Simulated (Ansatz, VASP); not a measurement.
## One calculation of InAs, two programs

```xyz
2
Lattice="0.0000 2.9030 3.1450 2.9030 0.0000 3.1450 2.9030 2.9030 0.0000" Properties=species:S:1:pos:R:3 pbc="T T T"
In    0.0000    0.0000    0.0000
As    4.3546    4.3546    4.7174
```

Change from the starting cell: strain -0.040 along x and y, +0.040 along z, atoms carried along.

Alike in both runs: task single point; functional PBE; k mesh 14 × 14 × 14; occupations gaussian, width 0.15 eV; no spin polarisation.

```csv
,VASP,Ansatz
version,VASP 6.6.1,Ansatz 0.2.0
potentials or method,"VASP PAW PBE potentials, release 64 (In_d, As), cutoff 520 eV","scalar-relativistic, plane waves, PAW"
valence electrons in the cell,18,28
```

```tsv
	VASP	Ansatz	Ansatz less VASP
gap on the k mesh at the Fermi level (eV)	none	none	-
pressure (GPa)	6.9	6.8	-0.08
traceless stress, the component that is largest in VASP (GPa)	-1.97	-1.97	-0.004
```

A gap of «none» marks a metal or a gap that the smearing closes. VASP's potentials hold 18 valence electrons a cell and Ansatz's 28, so a difference there can come from the potentials and not from the codes.
